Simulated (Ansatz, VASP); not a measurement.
## SiC in VASP and in Ansatz

The input INCAR:

```
SYSTEM = SiC
PREC = Accurate
ENCUT = 600
EDIFF = 1E-6
ISMEAR = 0
SIGMA = 0.02
LREAL = .False.
LASPH = .True.
NELM = 80
ALGO = Normal
ISIF = 3
LWAVE = .False.
LCHARG = .False.
IBRION = 2
NSW = 70
EDIFFG = -0.005
```

File KPOINTS:

```
regular mesh
0
Gamma
  12 12 6
  0 0 0
```

File POSCAR:

```
SiC
1.0
    3.0919379459      0.0000000000      0.0000000000
   -1.5459689730      2.6776968081      0.0000000000
    0.0000000000      0.0000000000      5.0742918075
Si C
2 2
Direct
    0.6666666667      0.3333333333     -0.0004183979
    0.3333333333      0.6666666667      0.4995816021
    0.6666666667      0.3333333333      0.3754183979
    0.3333333333      0.6666666667      0.8754183979
```

Input for Ansatz:

```yaml
crystal:
  lattice:
    - [3.0919379459, 0.0, 0.0]
    - [-1.545968973, 2.6776968081, 0.0]
    - [0.0, 0.0, 5.0742918075]
  atoms:
    - { symbol: Si, position: [0.6666666667, 0.3333333333, -0.0004183979] }
    - { symbol: Si, position: [0.3333333333, 0.6666666667, 0.4995816021] }
    - { symbol: C, position: [0.6666666667, 0.3333333333, 0.3754183979] }
    - { symbol: C, position: [0.3333333333, 0.6666666667, 0.8754183979] }
basis:
  ecutwfc: 420
kpoints:
  mp_grid: { grid: [12, 12, 6] }
hamiltonian:
  xc: lda
scf:
  occupations: { method: gaussian, width: 0.02 }
output:
  forces: true
  stress: true
  eigenvalues: true
  write_density: true
  write_potential: true
  elf: true
  volumetric_format: npy
relax:
  adjacent_minimum: "off"
  f_tol: 0.005
  max_steps: 50
  cell: { stress_tol: 0.05 }
```

Alike in both runs: task relaxation of cell and atoms; functional LDA; k mesh 12 × 12 × 6; occupations gaussian, width 0.02 eV; no spin polarisation.

|  | VASP | Ansatz |
| --- | --- | --- |
| version | VASP 6.6.1 | Ansatz 0.2.0 |
| potentials or method | VASP PAW LDA potentials, release 64 (Si, C), cutoff 600 eV | scalar-relativistic, plane waves, PAW |
| valence electrons in the cell | 16 | 16 |

VASP gave:

* gap on the k mesh at the Fermi level, each at its own relaxed structure (eV): 2.12
* relaxed volume (Å³/atom): 10.15
* relaxed cell length with the largest relative difference (Å): 5.018

Task: Estimate Ansatz's values.

Result: gap on the k mesh at the Fermi level, each at its own relaxed structure (eV): 2.13; relaxed volume (Å³/atom): 10.14; relaxed cell length with the largest relative difference (Å): 5.016.

LDA's correlation is that of Perdew and Zunger in VASP and of Perdew and Wang (1992) in Ansatz.
